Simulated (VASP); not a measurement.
Write the native input for VASP 6.6.1 that does the following.

```
Task                   : single point
Functional             : LDA
Potentials or basis    : VASP PAW LDA potentials, release 64 (Mg)
Cutoff                 : 520 eV
k mesh                 : 9 × 9 × 9
Occupations            : fermi-dirac, width 0.1 eV
Spin                   : no spin polarisation
Dipole correction      : no
Further INCAR settings : ALGO = Normal; EDIFF = 1e-07; NBANDS = 9
```

The structure of Mg lies in POSCAR:

```
Mg
1.0
    0.0000000000      3.3464940607      3.3464940607
    3.3464940607      0.0000000000      3.3464940607
    3.3464940607      3.3464940607      0.0000000000
Mg
2
Direct
    0.1250000000      0.1250000000      0.1250000000
    0.8750000000      0.8750000000      0.8750000000
```

The input as run:

INCAR

```
SYSTEM = Mg
PREC = Accurate ; ENCUT = 520
EDIFF = 1E-7 ; ISMEAR = -1
SIGMA = 0.1 ; LREAL = .FALSE.
LASPH = .TRUE. ; NELM = 80
ALGO = Normal ; ISIF = 2
LWAVE = .FALSE. ; LCHARG = .FALSE.
NBANDS = 9
```

KPOINTS

```
Automatic mesh
0
G
  9 9 9
  0 0 0
```

Potentials or basis: VASP PAW LDA potentials, release 64 (Mg).

Launch:

```bash
$ cat potpaw_LDA.64/Mg/POTCAR > POTCAR
$ mpirun -np 1 vasp_std > vasp.out
```

Results of the run:

```yaml
Pressure: -0.1 GPa
Band_gap_on_the_k_mesh: zero (band 2 reaches 3.53 eV, above the bottom of band 3 at -0.33 eV)
```

Run time: 12 s on 1 thread of Intel(R) Xeon(R) Platinum 8375C CPU @ 2.90GHz (Ice Lake), with other jobs on the host, peak memory 0.17 GiB.
